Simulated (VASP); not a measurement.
# MnHg (Pm-3m) in VASP: notebook, part 2 of 2

VASP 6.6.1. Earlier steps stand in the parts before.

## Step 3: Single point, PBE, collinear spin, ferromagnetic start

Contents of INCAR:

```
  PREC = Accurate
  ENCUT = 520
  EDIFF = 1E-6
  ISMEAR = -1
  SIGMA = 0.1
  LREAL = False
  LASPH = True
  NELM = 150
  ALGO = Normal
  ISIF = 2
  LWAVE = False
  LCHARG = False
  ISPIN = 2
  MAGMOM = 3.5 0
  LORBIT = 11
  NUPDOWN = 3.5
  LMAXMIX = 4
  GGA = PE
  NBANDS = 24
```

Contents of KPOINTS:

```
Automatic mesh
0
Gamma
  10 10 10
```

Contents of POSCAR:

```
MnHg
1.0
    3.3150000000      0.0000000000      0.0000000000
    0.0000000000      3.3150000000      0.0000000000
    0.0000000000      0.0000000000      3.3150000000
Mn Hg
1 1
Direct
    0.5000000000      0.5000000000      0.5000000000
    0.0000000000      0.0000000000      0.0000000000
```

Potentials or basis: VASP PAW PBE potentials, release 64 (Mn_pv, Hg).

Launch:

```bash
$ cat potpaw_PBE.64/Mn_pv/POTCAR potpaw_PBE.64/Hg/POTCAR > POTCAR
$ mpirun -np 1 vasp_std > vasp.out
```

OUTCAR:

```text
PREC = Accurate
   ENCUT = 520
   EDIFF = 1E-6
   ISMEAR = -1
   LREAL = False
   LASPH = True
   NELM = 150
   ISIF = 2
   ISPIN = 2
   LORBIT = 11
   NUPDOWN = 3.5
   GGA = PE

 ion  position               nearest neighbor table
   1  0.500  0.500  0.500-   2 2.87   2 2.87   2 2.87   2 2.87   2 2.87   2 2.87   2 2.87   2 2.87

   2  0.000  0.000  0.000-   1 2.87   1 2.87   1 2.87   1 2.87   1 2.87   1 2.87   1 2.87   1 2.87

  LATTYP: Found a simple cubic cell.
 ALAT       =     3.3150000000

  Lattice vectors:

 A1 = (   3.3150000000,   0.0000000000,   0.0000000000)
 A2 = (   0.0000000000,   3.3150000000,   0.0000000000)
 A3 = (   0.0000000000,   0.0000000000,   3.3150000000)

Analysis of symmetry for initial positions (statically):
=====================================================================
 Subroutine PRICEL returns:
 Original cell was already a primitive cell.

 Routine SETGRP: Setting up the symmetry group for a
 simple cubic supercell.

 Subroutine GETGRP returns: Found 48 space group operations
 (whereof 48 operations were pure point group operations)
 out of a pool of 48 trial point group operations.

The static configuration has the point symmetry O_h .

Analysis of symmetry for dynamics (positions and initial velocities):
=====================================================================
 Subroutine PRICEL returns:
 Original cell was already a primitive cell.

 Routine SETGRP: Setting up the symmetry group for a
 simple cubic supercell.

 Subroutine GETGRP returns: Found 48 space group operations
 (whereof 48 operations were pure point group operations)
 out of a pool of 48 trial point group operations.

The dynamic configuration has the point symmetry O_h .

Analysis of structural, dynamic, and magnetic symmetry:
=====================================================================
 Subroutine PRICEL returns:
 Original cell was already a primitive cell.

 Routine SETGRP: Setting up the symmetry group for a
 simple cubic supercell.

 Subroutine GETGRP returns: Found 48 space group operations
 (whereof 48 operations were pure point group operations)
 out of a pool of 48 trial point group operations.

The overall configuration has the point symmetry O_h .

 Subroutine INISYM returns: Found 48 space group operations
 (whereof 48 operations are pure point group operations),
 and found     1 'primitive' translations

----------------------------------------------------------------------------------------

                                     Primitive cell

  volume of cell :      36.4293

  direct lattice vectors                    reciprocal lattice vectors
     3.315000000  0.000000000  0.000000000     0.301659125  0.000000000  0.000000000
     0.000000000  3.315000000  0.000000000     0.000000000  0.301659125  0.000000000
     0.000000000  0.000000000  3.315000000     0.000000000  0.000000000  0.301659125

  length of vectors
     3.315000000  3.315000000  3.315000000     0.301659125  0.301659125  0.301659125

  position of ions in fractional coordinates (direct lattice)
     0.500000000  0.500000000  0.500000000
     0.000000000  0.000000000  0.000000000

  ion indices of the primitive-cell ions
   primitive index   ion index
[... 65 lines left out ...]
   PREC   = accura    normal or accurate (medium, high low for compatibility)
   ISTART =      0    job   : 0-new  1-cont  2-samecut
   ICHARG =      2    charge: 1-file 2-atom 10-const
   ISPIN  =      2    spin polarized calculation?
   LNONCOLLINEAR =      F non collinear calculations
   LSORBIT =      F    spin-orbit coupling
   LASPH  =      T    aspherical Exc in radial PAW
   ENCUT  =  520.0 eV  38.22 Ry    6.18 a.u.   6.16  6.16  6.16*2*pi/ulx,y,z
   NELM   =    150;   NELMIN=  2; NELMDL= -5     # of ELM steps
   EDIFF  = 0.1E-05   stopping-criterion for ELM
   LREAL  =      F    real-space projection
   EDIFFG = 0.1E-04   stopping-criterion for IOM
   NSW    =      0    number of steps for IOM
   IBRION =     -1    ionic relax: 0-MD 1-quasi-New 2-CG
   NFREE  =      0    steps in history (QN), initial steepest desc. (CG)
   ISIF   =      2    stress and relaxation
   ISYM   =      2    0-nonsym 1-usesym 2-fastsym
   POTIM  = 0.5000    time-step for ionic-motion
   TEBEG  =    0.0;   TEEND  =   0.0 temperature during run
   PSTRESS=    0.0 pullay stress
   NELECT =      25.0000    total number of electrons
   NUPDOWN=       3.5000    fix difference up-down
   EMIN   =  10.00;   EMAX   =-10.00  energy-range for DOS
   EFERMI =   0.00;   METHOD = LEGACY
   ISMEAR =    -1;   SIGMA  =   0.10  broadening in eV -4-tet -1-fermi 0-gaus
   EFERMI_NEDOS =   21; number of points for ismear=-14 and -15
   IALGO  =     38    algorithm
   IMIX   =      4    mixing-type and parameters
     AMIX     =   0.40;   BMIX     =  1.00
     AMIX_MAG =   1.60;   BMIX_MAG =  1.00
  volume/ion in A,a.u.               =      18.21       122.92
  Fermi-wavevector in a.u.,A,eV,Ry     =   1.444014  2.728790 28.370534  2.085175
  Thomas-Fermi vector in A             =   2.562356
   LORBIT       =     11    0 simple, 1 ext, 2 COOP (PROOUT), +10 PAW based schemes
   GGA     = PE    functional components
   LHFCALC =     F    Hartree Fock is set to
   AEXX    =    0.0000 exact exchange contribution
   IVDW    =     0    specifies the selected vdW correction
   LEPSILON=     F    determine dielectric tensor
   LRPA    =     F    only Hartree local field effects (RPA)
 spin polarized calculation
  energy-cutoff  :      520.00
  volume of cell :       36.43
 maximum number of plane-waves:       996
 NGX is ok and might be reduce to    28
   NGX = 13   NGY = 13   NGZ = 13

 number of electron      25.0000012 magnetization       3.5000004

 Free energy of the ion-electron system (eV)
  ---------------------------------------------------
  ext. energy  EPLUGINS =         0.00000000
  ---------------------------------------------------
  free energy    TOTEN  =        -8.46617619 eV

  energy without entropy =       -8.40483780  energy(sigma->0) =       -8.43550700

 E-fermi :   5.5763     XC(G=0): -11.6871

 val. band max:        5.5738722670   @ k =   0.3000   0.1000   0.1000
 cond. band min:       5.2577956457   @ k =   0.4000   0.3000   0.1000
 fundamental gap:     -0.3160766213
 Fermi energy:         5.0906869358

 spin component 1

 k-point     1 :       0.0000    0.0000    0.0000
  band No.  band energies     occupation
      1     -44.3941      1.00000
      2     -44.3941      1.00000
      3     -44.3941      1.00000
      4      -4.0797      1.00000
      5      -2.7707      1.00000
      6      -2.7707      1.00000
[... 637 lines left out ...]
     23      22.2378      0.00000
     24      23.0072      0.00000

 [... further k-points ...]

 spin component 2

 k-point     1 :       0.0000    0.0000    0.0000
  band No.  band energies     occupation
      1     -40.6255      1.00000
      2     -40.6255      1.00000
      3     -40.6255      1.00000
      4      -3.9773      1.00000
      5      -2.7977      1.00000
      6      -2.7977      1.00000
[... 637 lines left out ...]
     23      22.4140      0.00000
     24      23.5271      0.00000

 [... further k-points ...]

------------------------ aborting loop because EDIFF is reached ----------------------------------------

  FORCE on cell =-STRESS in cart. coord.  units (eV):
  Direction    XX          YY          ZZ          XY          YZ          ZX
  --------------------------------------------------------------------------------------
  -------------------------------------------------------------------------------------
  Total       -0.4329138     -0.4329138     -0.4329138     -0.0000000     -0.0000000      0.0000000
  in kB      -19.0397563    -19.0397563    -19.0397563     -0.0000000     -0.0000000      0.0000000
  external PRESSURE =     -19.0397563 kB  Pullay stress =       0.0000000 kB

 VOLUME and BASIS-vectors are now :
 -----------------------------------------------------------------------------
  energy-cutoff  :      520.00
  volume of cell :       36.43
      direct lattice vectors                 reciprocal lattice vectors
     3.315000000  0.000000000  0.000000000     0.301659125  0.000000000  0.000000000
     0.000000000  3.315000000  0.000000000     0.000000000  0.301659125  0.000000000
     0.000000000  0.000000000  3.315000000     0.000000000  0.000000000  0.301659125

 POSITION                                       TOTAL-FORCE (eV/Angst)
 -----------------------------------------------------------------------------------
      1.65750      1.65750      1.65750         0.000000      0.000000      0.000000
      0.00000      0.00000      0.00000         0.000000      0.000000      0.000000
 -----------------------------------------------------------------------------------
    total drift:                                0.000000      0.000000      0.000000

  FREE ENERGIE OF THE ION-ELECTRON SYSTEM (eV)
  ---------------------------------------------------
  free  energy   TOTEN  =        -8.4661761942 eV

  energy  without entropy=       -8.4048377986  energy(sigma->0) =       -8.43550700

 total charge

# of ion       s       p       d       tot
------------------------------------------
    1        0.241   6.163   5.019  11.423
    2        0.807   0.506   9.261  10.574
--------------------------------------------------
tot          1.047   6.669  14.280  21.997

 magnetization (x)

# of ion       s       p       d       tot
------------------------------------------
    1        0.017   0.001   3.536   3.555
    2       -0.055  -0.081   0.033  -0.102
--------------------------------------------------
tot         -0.038  -0.080   3.570   3.452
```

OSZICAR:

```text
N       E                     dE             d eps       ncg     rms          rms(c)
DAV:   1     0.233669435624E+03    0.23367E+03   -0.13738E+04  5440   0.117E+03
DAV:   2    -0.140384912306E+01   -0.23507E+03   -0.22365E+03  5608   0.342E+02
DAV:   3    -0.889943604469E+01   -0.74956E+01   -0.74679E+01  6280   0.690E+01
DAV:   4    -0.895279358426E+01   -0.53358E-01   -0.53354E-01  6104   0.549E+00
DAV:   5    -0.895357770612E+01   -0.78412E-03   -0.78410E-03  6520   0.605E-01    0.982E+00
DAV:   6    -0.877696209389E+01    0.17662E+00   -0.85867E+00  6072   0.201E+01    0.813E+00
DAV:   7    -0.847972285731E+01    0.29724E+00   -0.26185E+00  6240   0.130E+01    0.479E+00
DAV:   8    -0.846948809834E+01    0.10235E-01   -0.53351E-02  5792   0.152E+00    0.260E+00
DAV:   9    -0.846626704871E+01    0.32210E-02   -0.16343E-02  6512   0.817E-01    0.925E-01
DAV:  10    -0.846614480052E+01    0.12225E-03   -0.16284E-03  5832   0.382E-01    0.733E-02
DAV:  11    -0.846616271704E+01   -0.17917E-04   -0.44226E-05  6416   0.707E-02    0.261E-02
DAV:  12    -0.846617280661E+01   -0.10090E-04   -0.10103E-05  6088   0.253E-02    0.154E-02
DAV:  13    -0.846617642773E+01   -0.36211E-05   -0.38216E-06  6104   0.158E-02    0.661E-03
DAV:  14    -0.846617619416E+01    0.23357E-06   -0.11465E-07  3344   0.305E-03
   1 F= -.84661762E+01 E0= -.84355070E+01  d E =-.613384E-01  mag=     3.5000
```

stdout:

```text
POSCAR found type information on POSCAR MnHg
 POSCAR found :  2 types and       2 ions
 scaLAPACK will be used
 LDA part: xc-table for (Slater+PW92), standard interpolation
 POSCAR, INCAR and KPOINTS ok, starting setup
 FFT: planning ... GRIDC
 FFT: planning ... GRID_SOFT
 FFT: planning ... GRID
 WAVECAR not read
 entering main loop
```

Wall time 1.8 min (1 thread of Intel Xeon Platinum 8488C (Sapphire Rapids), shared host); peak memory 0.22 GiB.

Results:

| Item | Value |
| --- | --- |
| Free energy | -8.4662 eV |
| Pressure | -1.9 GPa |
| Net moment | 3.50 μB per cell |
| Site moments | Mn +3.56; Hg -0.10 μB |
| Valence electrons inside the program's atomic spheres | Mn 11.42; Hg 10.57 |

Caveat: spin-orbit coupling is left out, which moves the levels of the heavy elements; the total moment is fixed, so each spin has its own Fermi level.

## Step 4: Single point, PBE, collinear spin, ferromagnetic start

Contents of INCAR:

```
ALGO = Normal ; EDIFF = 1E-6
ENCUT = 520 ; GGA = PE
ISIF = 2 ; ISMEAR = -1
ISPIN = 2 ; LASPH = T
LCHARG = F ; LMAXMIX = 4
LORBIT = 11 ; LREAL = F
LWAVE = F ; MAGMOM = 4.47 0
NBANDS = 24 ; NELM = 150
NUPDOWN = 4.47 ; PREC = Accurate
SIGMA = 0.1
```

Contents of KPOINTS:

```
k-points
0
Gamma
  10 10 10
```

POSCAR is that of step 3.

Potentials or basis: VASP PAW PBE potentials, release 64 (Mn_pv, Hg).

Launch:

```bash
$ cat potpaw_PBE.64/Mn_pv/POTCAR potpaw_PBE.64/Hg/POTCAR > POTCAR
$ mpirun -np 1 vasp_std > vasp.out
```

OUTCAR:

```text
EDIFF = 1E-6
   ENCUT = 520
   GGA = PE
   ISIF = 2
   ISMEAR = -1
   ISPIN = 2
   LASPH = T
   LORBIT = 11
   LREAL = F
   NELM = 150
   NUPDOWN = 4.47
   PREC = Accurate

 ion  position               nearest neighbor table
   1  0.500  0.500  0.500-   2 2.87   2 2.87   2 2.87   2 2.87   2 2.87   2 2.87   2 2.87   2 2.87

   2  0.000  0.000  0.000-   1 2.87   1 2.87   1 2.87   1 2.87   1 2.87   1 2.87   1 2.87   1 2.87

  LATTYP: Found a simple cubic cell.
 ALAT       =     3.3150000000

  Lattice vectors:

[... 1511 lines left out ...]
  external PRESSURE =      51.9939131 kB  Pullay stress =       0.0000000 kB

 VOLUME and BASIS-vectors are now :
 -----------------------------------------------------------------------------
  energy-cutoff  :      520.00
  volume of cell :       36.43
      direct lattice vectors                 reciprocal lattice vectors
     3.315000000  0.000000000  0.000000000     0.301659125  0.000000000  0.000000000
     0.000000000  3.315000000  0.000000000     0.000000000  0.301659125  0.000000000
     0.000000000  0.000000000  3.315000000     0.000000000  0.000000000  0.301659125

 POSITION                                       TOTAL-FORCE (eV/Angst)
 -----------------------------------------------------------------------------------
      1.65750      1.65750      1.65750         0.000000      0.000000      0.000000
      0.00000      0.00000      0.00000         0.000000      0.000000      0.000000
 -----------------------------------------------------------------------------------
    total drift:                                0.000000      0.000000      0.000000

  FREE ENERGIE OF THE ION-ELECTRON SYSTEM (eV)
  ---------------------------------------------------
  free  energy   TOTEN  =        -8.3711608070 eV

  energy  without entropy=       -8.3378801539  energy(sigma->0) =       -8.35452048

 total charge

# of ion       s       p       d       tot
------------------------------------------
    1        0.264   6.186   4.924  11.375
    2        0.843   0.519   9.250  10.612
--------------------------------------------------
tot          1.107   6.705  14.174  21.987

 magnetization (x)

# of ion       s       p       d       tot
------------------------------------------
    1        0.045   0.043   4.014   4.103
    2       -0.008  -0.003   0.071   0.060
--------------------------------------------------
tot          0.037   0.040   4.085   4.162
```

It took 1.8 min on 1 thread of Intel Xeon Platinum 8488C (Sapphire Rapids), shared host; peak memory 0.22 GiB.

What came out:

```yaml
Free_energy: -8.3712 eV
Pressure: 5.2 GPa
Net_moment: 4.47 μB per cell
Site_moments: Mn +4.10; Hg +0.06 μB
Valence_electrons_inside_the_program's_atomic_spheres: Mn 11.38; Hg 10.61
```

Caveat: the cell stands under pressure; spin-orbit coupling is left out, which moves the levels of the heavy elements; the total moment is fixed, so each spin has its own Fermi level.

## Step 5: The runs side by side

```tsv
fixed moment (μB)	pressure (GPa)	moment (μB)
3.11	-4.4	3.11
3.5	-1.9	3.50
4.47	5.2	4.47
```

Alike in all rows: task single point; level PBE; potentials or basis VASP PAW PBE potentials, release 64 (Mn_pv, Hg); spin collinear, ferromagnetic start; cell as given; k mesh 10 × 10 × 10; cutoff (eV) 520; smearing fermi-dirac 0.1 eV.

Caveats: spin-orbit coupling is left out, which moves the levels of the heavy elements; the total moment is fixed, so each spin has its own Fermi level; the cell stands under tension (at least some runs); the cell stands under pressure (at least some runs).

Absolute energies hang on the potentials; compare differences alone.
